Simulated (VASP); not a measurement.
# CuSi16 (a cell with a defect) in VASP: notebook

Runs on CuSi16 (a cell with a defect). Level: PBE. Tasks: single point.

Program: VASP 6.6.1. These are calculated values, not measurements. Logs are shortened: lines on timing, memory, paths and dates and some standing lists are left out, and cuts for length are marked.

## Step 1: The cell of the first run

The cell holds a defect, 17 atoms: a = 7.679 Å, b = 7.679 Å, c = 7.679 Å, α = 60.00°, β = 60.00°, γ = 60.00°.

## Step 2: Single point, PBE

Input file INCAR:

```
SYSTEM = CuSi16
  ALGO = Normal
  EDIFF = 1E-7
  ENCUT = 520
  GGA = PE
  ISIF = 2
  ISMEAR = 0
  LASPH = .TRUE.
  LCHARG = .FALSE.
  LREAL = Auto
  LWAVE = .FALSE.
  NBANDS = 52
  NELECT = 74.0
  NELM = 60
  PREC = Accurate
  SIGMA = 0.02
```

Input file KPOINTS:

```
k-points
0
G
  2 2 2
  0 0 0
```

Input file POSCAR:

```
CuSi16
1.0
    0.0000000000      5.4300000000      5.4300000000
    5.4300000000      0.0000000000      5.4300000000
    5.4300000000      5.4300000000      0.0000000000
Si Cu
16 1
Direct
    0.0069770718      0.0132960405     -0.0353593923
    0.1209034991      0.1170813996      0.1188696133
   -0.0003768877      0.0008336096      0.4907477901
    0.1364397790      0.1355952118      0.5931469613
   -0.0159343462      0.5053013812      0.0035361878
    0.1224697053      0.6426803867      0.1189873849
   -0.0007085635      0.5092017495      0.4906374770
    0.1139824125      0.6278617864      0.6308671271
    0.5051689687     -0.0190050645      0.0033192449
    0.6380427256      0.1218462247      0.1212779006
    0.5088089319     -0.0010232965      0.4927923573
    0.6277969613      0.1156124309      0.6306192449
    0.5068893186      0.5107064457      0.0052637201
    0.6164046961      0.6115722836      0.1658107735
    0.4861236648      0.4882921731      0.5377553407
    0.6274823204      0.6261292818      0.6323465930
    0.3315218232      0.3306663904      1.0095334254
```

Potentials or basis: VASP PAW PBE potentials, release 64 (Si, Cu).

On the command line:

```sh
> cat potpaw_PBE.64/Si/POTCAR potpaw_PBE.64/Cu/POTCAR > POTCAR
> mpirun -np 1 vasp_std > vasp.out
```

OUTCAR:

```text
SYSTEM = CuSi16
   EDIFF = 1E-7
   ENCUT = 520
   GGA = PE
   ISIF = 2
   ISMEAR = 0
   LASPH = .TRUE.
   LREAL = Auto
   NELECT = 74.0
   NELM = 60
   PREC = Accurate

 ion  position               nearest neighbor table
   1  0.007  0.013  0.965-  10 2.32   4 2.33   6 2.33   2 2.34
   2  0.121  0.117  0.119-   3 2.33   1 2.34   9 2.41  17 2.43   5 2.44
   3  1.000  0.001  0.491-   2 2.33  12 2.33   8 2.34   4 2.35
   4  0.136  0.136  0.593-   1 2.33  11 2.34   7 2.35   3 2.35
   5  0.984  0.505  0.004-  14 2.32  17 2.32   8 2.34   2 2.44   6 2.46
   6  0.122  0.643  0.119-   7 2.33   1 2.33  13 2.41  17 2.42   5 2.46
   7  0.999  0.509  0.491-   6 2.33  16 2.33   8 2.34   4 2.35
   8  0.114  0.628  0.631-   5 2.34   3 2.34  15 2.34   7 2.34
   9  0.505  0.981  0.003-  14 2.33  12 2.34  17 2.34   2 2.41  10 2.46
  10  0.638  0.122  0.121-   1 2.32  11 2.33  17 2.39  13 2.44   9 2.46
  11  0.509  0.999  0.493-  10 2.33  16 2.34   4 2.34  12 2.34
  12  0.628  0.116  0.631-   3 2.33   9 2.34  11 2.34  15 2.35
  13  0.507  0.511  0.005-  14 2.34  16 2.34  17 2.34   6 2.41  10 2.44
  14  0.616  0.612  0.166-   5 2.32   9 2.33  15 2.33  13 2.34
  15  0.486  0.488  0.538-  14 2.33   8 2.34  12 2.35  16 2.35  17 2.96
  16  0.627  0.626  0.632-   7 2.33  13 2.34  11 2.34  15 2.35
  17  0.332  0.331  0.010-   5 2.32   9 2.34  13 2.34  10 2.39   6 2.42   2 2.43  15 2.96

  LATTYP: Found a face centered cubic cell.
 ALAT       =    10.8600000000

  Lattice vectors:

 A1 = (   0.0000000000,   5.4300000000,   5.4300000000)
 A2 = (   5.4300000000,   0.0000000000,   5.4300000000)
 A3 = (   5.4300000000,   5.4300000000,   0.0000000000)

Analysis of symmetry for initial positions (statically):
=====================================================================
 Subroutine PRICEL returns:
 Original cell was already a primitive cell.

 Routine SETGRP: Setting up the symmetry group for a
 face centered cubic supercell.

 Subroutine GETGRP returns: Found  1 space group operations
 (whereof  1 operations were pure point group operations)
 out of a pool of 48 trial point group operations.

The static configuration has the point symmetry C_1 .

Analysis of symmetry for dynamics (positions and initial velocities):
=====================================================================
 Subroutine PRICEL returns:
 Original cell was already a primitive cell.

 Routine SETGRP: Setting up the symmetry group for a
 face centered cubic supercell.

 Subroutine GETGRP returns: Found  1 space group operations
 (whereof  1 operations were pure point group operations)
 out of a pool of 48 trial point group operations.

The dynamic configuration has the point symmetry C_1 .

 Subroutine INISYM returns: Found  1 space group operations
 (whereof  1 operations are pure point group operations),
 and found     1 'primitive' translations

----------------------------------------------------------------------------------------

                                     Primitive cell

  volume of cell :     320.2060

  direct lattice vectors                    reciprocal lattice vectors
     0.000000000  5.430000000  5.430000000    -0.092081031  0.092081031  0.092081031
     5.430000000  0.000000000  5.430000000     0.092081031 -0.092081031  0.092081031
     5.430000000  5.430000000  0.000000000     0.092081031  0.092081031 -0.092081031

  length of vectors
     7.679179644  7.679179644  7.679179644     0.159489025  0.159489025  0.159489025

  position of ions in fractional coordinates (direct lattice)
     0.006977072  0.013296041  0.964640608
     0.120903499  0.117081400  0.118869613
     0.999623112  0.000833610  0.490747790
     0.136439779  0.135595212  0.593146961
     0.984065654  0.505301381  0.003536188
     0.122469705  0.642680387  0.118987385
[... 9 lines left out ...]
     0.627482320  0.626129282  0.632346593
     0.331521823  0.330666390  0.009533425

  ion indices of the primitive-cell ions
   primitive index   ion index
                 1           1
                 2           2
                 3           3
                 4           4
                 5           5
                 6           6
[... 9 lines left out ...]
                16          16
                17          17

----------------------------------------------------------------------------------------

 KPOINTS: k-points

Automatic generation of k-mesh.
 Grid dimensions read from file:
 generate k-points for:    2    2    2

 Generating k-lattice:

  Cartesian coordinates                     Fractional coordinates (reciprocal lattice)
    -0.046040516  0.046040516  0.046040516     0.500000000  0.000000000  0.000000000
     0.046040516 -0.046040516  0.046040516     0.000000000  0.500000000  0.000000000
     0.046040516  0.046040516 -0.046040516     0.000000000  0.000000000  0.500000000

  Length of vectors
     0.079744512  0.079744512  0.079744512

  Shift w.r.t. Gamma in fractional coordinates (k-lattice)
[... 38 lines left out ...]
   NSW    =      0    number of steps for IOM
   IBRION =     -1    ionic relax: 0-MD 1-quasi-New 2-CG
   NFREE  =      0    steps in history (QN), initial steepest desc. (CG)
   ISIF   =      2    stress and relaxation
   ISYM   =      2    0-nonsym 1-usesym 2-fastsym
   POTIM  = 0.5000    time-step for ionic-motion
   TEBEG  =    0.0;   TEEND  =   0.0 temperature during run
   PSTRESS=    0.0 pullay stress
   NELECT =      74.0000    total number of electrons
   NUPDOWN=      -1.0000    fix difference up-down
   EMIN   =  10.00;   EMAX   =-10.00  energy-range for DOS
   EFERMI =   0.00;   METHOD = LEGACY
   ISMEAR =     0;   SIGMA  =   0.02  broadening in eV -4-tet -1-fermi 0-gaus
   EFERMI_NEDOS =   21; number of points for ismear=-14 and -15
   IALGO  =     38    algorithm
   IMIX   =      4    mixing-type and parameters
     AMIX     =   0.40;   BMIX     =  1.00
     AMIX_MAG =   1.60;   BMIX_MAG =  1.00
  volume/ion in A,a.u.               =      18.84       127.11
  Fermi-wavevector in a.u.,A,eV,Ry     =   1.004636  1.898488 13.732283  1.009294
  Thomas-Fermi vector in A             =   2.137265
   LORBIT       =      0    0 simple, 1 ext, 2 COOP (PROOUT), +10 PAW based schemes
   GGA     = PE    functional components
   LHFCALC =     F    Hartree Fock is set to
   AEXX    =    0.0000 exact exchange contribution
   IVDW    =     0    specifies the selected vdW correction
   LEPSILON=     F    determine dielectric tensor
   LRPA    =     F    only Hartree local field effects (RPA)
 non-spin polarized calculation
 Gauss-broadening in eV      SIGMA  =   0.02
  energy-cutoff  :      520.00
  volume of cell :      320.21
 maximum number of plane-waves:      8646
 NGX is ok and might be reduce to    60
   NGX = 29   NGY = 29   NGZ = 29

 number of electron      74.0000000 magnetization

 Free energy of the ion-electron system (eV)
  ---------------------------------------------------
  ext. energy  EPLUGINS =         0.00000000
  ---------------------------------------------------
  free energy    TOTEN  =       -94.19700933 eV

  energy without entropy =      -94.19700914  energy(sigma->0) =      -94.19700923

 E-fermi :   6.4352     XC(G=0):  -9.6134

 val. band max:        6.3732167209   @ k =   0.0000   0.0000   0.0000
 cond. band min:       6.4971993594   @ k =   0.0000   0.0000   0.0000
 fundamental gap:      0.1239826385
 Fermi energy:         6.4352080716

 k-point     1 :       0.0000    0.0000    0.0000
  band No.  band energies     occupation
      1      -5.8941      2.00000
      2      -3.5407      2.00000
      3      -3.5035      2.00000
      4      -3.4852      2.00000
      5      -3.4689      2.00000
      6      -1.9605      2.00000
[... 41 lines left out ...]
     48       8.4393      0.00000
     49       8.5170      0.00000

 k-point     2 :       0.5000    0.0000    0.0000
  band No.  band energies     occupation
      1      -5.1824      2.00000
      2      -4.9773      2.00000
      3      -3.3148      2.00000
      4      -3.2363      2.00000
      5      -3.1290      2.00000
      6      -3.0728      2.00000
[... 304 lines left out ...]
 k-point     8 :       0.5000    0.0000    0.5000
  band No.  band energies     occupation
      1      -4.9335      2.00000
      2      -4.7058      2.00000
      3      -3.9004      2.00000
      4      -3.7698      2.00000
      5      -3.7447      2.00000
      6      -3.7347      2.00000
[... 41 lines left out ...]
     48      10.4187      0.00000
     49      10.4730      0.00000
 [bands above 49 left out]

------------------------ aborting loop because EDIFF is reached ----------------------------------------

  FORCE on cell =-STRESS in cart. coord.  units (eV):
  Direction    XX          YY          ZZ          XY          YZ          ZX
  --------------------------------------------------------------------------------------
  -------------------------------------------------------------------------------------
  Total       -1.2782811     -0.6851277     -1.5322631     -0.4402043      0.0735551     -0.6611561
  in kB       -6.3959855     -3.4280930     -7.6668054     -2.2025986      0.3680389     -3.3081495
  external PRESSURE =      -5.8302946 kB  Pullay stress =       0.0000000 kB

 VOLUME and BASIS-vectors are now :
 -----------------------------------------------------------------------------
  energy-cutoff  :      520.00
  volume of cell :      320.21
      direct lattice vectors                 reciprocal lattice vectors
     0.000000000  5.430000000  5.430000000    -0.092081031  0.092081031  0.092081031
     5.430000000  0.000000000  5.430000000     0.092081031 -0.092081031  0.092081031
     5.430000000  5.430000000  0.000000000     0.092081031  0.092081031 -0.092081031

 POSITION                                       TOTAL-FORCE (eV/Angst)
 -----------------------------------------------------------------------------------
      5.31020      5.27588      0.11008         0.007637      0.007385     -0.003094
      1.28121      1.30197      1.29226         0.006363      0.003228     -0.001814
      2.66929      8.09271      5.43248         0.004049      0.007302     -0.001985
      3.95707      3.96166      1.47715         0.011957      0.006563     -0.010536
      2.76299      5.36268      8.08726         0.017591     -0.009107     -0.011872
      4.13586      1.31111      4.15476         0.000390      0.003246     -0.010098
[... 9 lines left out ...]
      6.83352      6.84087      6.80711        -0.000106     -0.000359     -0.003337
      1.84728      1.85193      3.59568        -0.067463     -0.066411      0.062209
 -----------------------------------------------------------------------------------
    total drift:                               -0.006700      0.004491      0.002904

  FREE ENERGIE OF THE ION-ELECTRON SYSTEM (eV)
  ---------------------------------------------------
  free  energy   TOTEN  =       -94.1970093288 eV

  energy  without entropy=      -94.1970091391  energy(sigma->0) =      -94.19700923
```

Wall time 4.9 min (1 thread of AMD EPYC 9R45 (Zen 5), shared host); peak memory 0.47 GiB.

Results:

```
Free energy   : -94.1970 eV
Largest force : 0.113 eV/Å
```

Forces on the atoms (eV/Å):
```
Si   0.008  0.007 -0.003
Si   0.006  0.003 -0.002
Si   0.004  0.007 -0.002
Si   0.012  0.007 -0.011
Si   0.018 -0.009 -0.012
Si   0.000  0.003 -0.010
Si   0.000  0.008 -0.005
Si  -0.004  0.009 -0.001
Si  -0.003  0.016 -0.008
Si   0.000  0.011 -0.006
Si   0.008 -0.007 -0.009
Si  -0.001  0.000 -0.003
Si   0.016  0.014  0.011
Si   0.001 -0.001 -0.001
Si   0.003 -0.001  0.002
Si   0.000  0.000 -0.003
Cu  -0.067 -0.066  0.062
```

Caveat: the k points lie up to 0.50 Å⁻¹ apart; the cell carries a net charge on a neutralising background, which shifts energy and pressure; the cell is charged against a uniform background, so pressure and absolute levels hang on convention.

## Step 3: Single point, PBE

Input file INCAR:

```
PREC     = Accurate       # precision mode
ENCUT    = 520            # plane-wave cutoff, eV
EDIFF    = 1E-6           # SCF threshold, eV
ISMEAR   = 0              # smearing method
SIGMA    = 0.02           # smearing width, eV
LREAL    = Auto         
LASPH    = T              # aspherical terms in the spheres
NELM     = 60             # most SCF steps
ALGO     = Normal         # electronic algorithm
ISIF     = 2              # what is computed and relaxed
LWAVE    = F              # write WAVECAR
LCHARG   = T              # write CHGCAR
GGA      = PE             # functional
LELF     = T              # ELF
LVHAR    = T            
NELECT   = 74.0         
NBANDS   = 52             # bands
```

Input file KPOINTS:

```
regular mesh
0
Gamma
  2 2 2
```

Input file POSCAR:

```
CuSi16
1.0
    0.0000000000      5.4300000000      5.4300000000
    5.4300000000      0.0000000000      5.4300000000
    5.4300000000      5.4300000000      0.0000000000
Si Cu
16 1
Direct
    0.0088418048      0.0193134438     -0.0413537753
    0.1204898711      0.1145609576      0.1209421731
   -0.0023698895     -0.0010829650      0.4937383978
    0.1390957643      0.1371349908      0.5867088398
   -0.0127588398      0.5064757827      0.0031975138
    0.1182484346      0.6483206262      0.1187335175
   -0.0020051565      0.5111440147      0.4917852670
    0.1165464088      0.6254001842      0.6317314917
    0.5046668508     -0.0180106814      0.0054990792
    0.6411716390      0.1176723757      0.1210578269
    0.5112124309     -0.0023299263      0.4938291897
    0.6257358195      0.1162827808      0.6335523941
    0.5026462247      0.5090966851      0.0054307551
    0.6182393186      0.6098453959      0.1596238490
    0.4890165746      0.4902760589      0.5311668508
    0.6261436464      0.6240600368      0.6337865562
    0.2934061694      0.2966444751      1.1158866483
```

Potentials or basis: VASP PAW PBE potentials, release 64 (Si, Cu).

On the command line:

```sh
> cat potpaw_PBE.64/Si/POTCAR potpaw_PBE.64/Cu/POTCAR > POTCAR
> mpirun -np 1 vasp_std > vasp.out
```

Wall time 4.4 min (1 thread of AMD EPYC 9R45 (Zen 5), shared host); peak memory 0.46 GiB.

The run converged. Its results:

```yaml
Free_energy: -94.1978 eV
Largest_force: 0.115 eV/Å
```

Forces in eV/Å, atoms in the order of the input:
```
Si  -0.003 -0.005  0.005
Si   0.003 -0.012 -0.007
Si  -0.003  0.003 -0.003
Si   0.004 -0.006  0.004
Si  -0.005 -0.012 -0.004
Si   0.015 -0.014  0.010
Si  -0.005  0.001  0.000
Si  -0.014  0.007  0.012
Si  -0.012  0.001  0.005
Si  -0.009  0.015  0.019
Si  -0.004 -0.012 -0.001
Si  -0.001 -0.006  0.005
Si  -0.010  0.001  0.007
Si   0.000 -0.008  0.006
Si  -0.013 -0.012  0.013
Si  -0.007 -0.008 -0.002
Cu   0.064  0.065 -0.070
```

Levels at points of the mesh, in eV from the Fermi level:
| k point | band 35 | band 36 | band 37 | band 38 | band 39 | band 40 |
| --- | --- | --- | --- | --- | --- | --- |
| (0.00, 0.00, 0.00) | -0.58 | -0.22 | -0.06 | 0.06 | 0.18 | 0.54 |
| (0.50, 0.00, 0.00) | -0.95 | -0.94 | -0.74 | 0.60 | 1.04 | 1.13 |
| (0.00, 0.50, 0.00) | -0.99 | -0.94 | -0.80 | 0.57 | 1.05 | 1.11 |
| (0.00, 0.00, 0.50) | -0.93 | -0.63 | -0.50 | 0.53 | 0.96 | 1.38 |
| (0.50, 0.50, 0.50) | -0.97 | -0.93 | -0.77 | 0.59 | 1.04 | 1.12 |
| (0.50, 0.50, 0.00) | -1.53 | -1.47 | -1.18 | 0.67 | 0.86 | 1.86 |
| (0.00, 0.50, 0.50) | -1.51 | -1.46 | -1.21 | 0.67 | 0.86 | 1.87 |
| (0.50, 0.00, 0.50) | -1.54 | -1.48 | -1.16 | 0.66 | 0.86 | 1.86 |

Caveat: the k points lie up to 0.50 Å⁻¹ apart; the cell carries a net charge on a neutralising background, which shifts energy and pressure; the cell is charged against a uniform background, so pressure and absolute levels hang on convention.

## Step 4: Single point, PBE

Input file INCAR:

```
SYSTEM = CuSi16
ALGO = Normal
EDIFF = 1E-7
ENCUT = 520
GGA = PE
ISIF = 2
ISMEAR = 0
LASPH = .TRUE.
LCHARG = .TRUE.
LELF = .TRUE.
LREAL = Auto
LVHAR = .TRUE.
LWAVE = .FALSE.
NBANDS = 52
NELECT = 74.0
NELM = 100
PREC = Accurate
SIGMA = 0.02
```

Input file KPOINTS:

```
k-points
0
G
  2 2 2
  0 0 0
```

Input file POSCAR:

```
CuSi16
1.0
    0.0000000000      5.4300000000      5.4300000000
    5.4300000000      0.0000000000      5.4300000000
    5.4300000000      5.4300000000      0.0000000000
Si Cu
16 1
Direct
    0.0071149171      0.0233810313     -0.0384810313
    0.1209343462      0.1160266114      0.1230161142
   -0.0031463168     -0.0055321363      0.4969757827
    0.1383290055      0.1341188766      0.5896976980
   -0.0096648250      0.5061950276      0.0043375691
    0.1156518416      0.6519768877      0.1170175875
   -0.0012209945      0.5116038674      0.4914311234
    0.1215574586      0.6203071823      0.6323524862
    0.5030758748     -0.0135672192      0.0072314917
    0.6392933702      0.1163685083      0.1236366483
    0.5119074586     -0.0055453959      0.4975505525
    0.6243575506      0.1175196133      0.6346087477
    0.4990266114      0.5064034070      0.0048227440
    0.6193190608      0.6123586556      0.1497442910
    0.4941554328      0.4915152855      0.5210031308
    0.6264197974      0.6202465009      0.6327175875
    0.2743838858      0.2855058011      1.1652361878
```

On the command line:

```sh
> cat potpaw_PBE.64/Si/POTCAR potpaw_PBE.64/Cu/POTCAR > POTCAR
> mpirun -np 1 vasp_std > vasp.out
```

Run time: 4.7 min. Hardware: 1 thread of AMD EPYC 9R45 (Zen 5), shared host; peak memory 0.47 GiB.

Results (log left out):

- Free energy: -94.2224 eV
- Largest force: 0.023 eV/Å

Forces in eV/Å, atoms in the order of the input:
```
Si   0.001  0.006 -0.003
Si   0.001 -0.017 -0.015
Si   0.009  0.009  0.008
Si   0.017  0.000 -0.008
Si  -0.006 -0.013 -0.001
Si   0.016 -0.005  0.002
Si  -0.005  0.011 -0.012
Si  -0.009  0.004  0.011
Si  -0.014  0.000  0.011
Si  -0.008  0.014  0.015
Si   0.003 -0.006 -0.004
Si  -0.001 -0.008  0.004
Si  -0.012  0.002  0.017
Si   0.012  0.002 -0.007
Si   0.001 -0.004  0.006
Si  -0.006 -0.012 -0.008
Cu   0.000  0.017 -0.016
```

Levels at points of the mesh, in eV from the Fermi level:
```
           k point  band 34  band 35  band 36  band 37  band 38  band 39  band 40  band 41
(0.00, 0.00, 0.00)    -1.02    -0.64    -0.19    -0.08     0.08     0.39     0.59     0.61
(0.50, 0.00, 0.00)    -0.95    -0.91    -0.85    -0.74     0.55     1.12     1.25     1.31
(0.00, 0.50, 0.00)    -0.94    -0.89    -0.88    -0.81     0.49     1.15     1.24     1.32
(0.00, 0.00, 0.50)    -0.91    -0.89    -0.66    -0.52     0.52     1.00     1.33     1.37
(0.50, 0.50, 0.50)    -0.94    -0.91    -0.85    -0.75     0.55     1.12     1.25     1.31
(0.50, 0.50, 0.00)    -1.54    -1.46    -1.43    -1.09     0.66     0.98     1.94     2.06
(0.00, 0.50, 0.50)    -1.51    -1.50    -1.42    -1.13     0.67     0.98     1.95     2.04
(0.50, 0.00, 0.50)    -1.54    -1.46    -1.43    -1.09     0.65     0.99     1.94     2.06
```

Caveat: the k points lie up to 0.50 Å⁻¹ apart; the cell carries a net charge on a neutralising background, which shifts energy and pressure; the cell is charged against a uniform background, so pressure and absolute levels hang on convention.
